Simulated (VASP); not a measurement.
Here is a VASP 6.6.1 calculation.

The input INCAR:

```
SYSTEM = La
  ALGO = Normal
  EDIFF = 1E-6
  ENCUT = 520
  ISIF = 2
  ISMEAR = -1
  LASPH = .TRUE.
  LCHARG = .FALSE.
  LREAL = .FALSE.
  LWAVE = .FALSE.
  NBANDS = 12
  NELM = 80
  PREC = Accurate
  SIGMA = 0.08
```

The input KPOINTS:

```
k-points
0
G
  15 15 15
  0 0 0
```

POSCAR

```
La
1.0
   -1.5503211683      1.5503211683      1.5503211683
    1.5503211683     -1.5503211683      1.5503211683
    1.5503211683      1.5503211683     -1.5503211683
La
1
Direct
    0.0000000000      0.0000000000      0.0000000000
```

Potentials or basis: VASP PAW LDA potentials, release 64 (La).

The run is started by

```bash
$ cat potpaw_LDA.64/La/POTCAR > POTCAR
$ mpirun -np 1 vasp_std > vasp.out
```

(1) What does it give for the pressure?

## Answers

(1) 141.4 GPa.
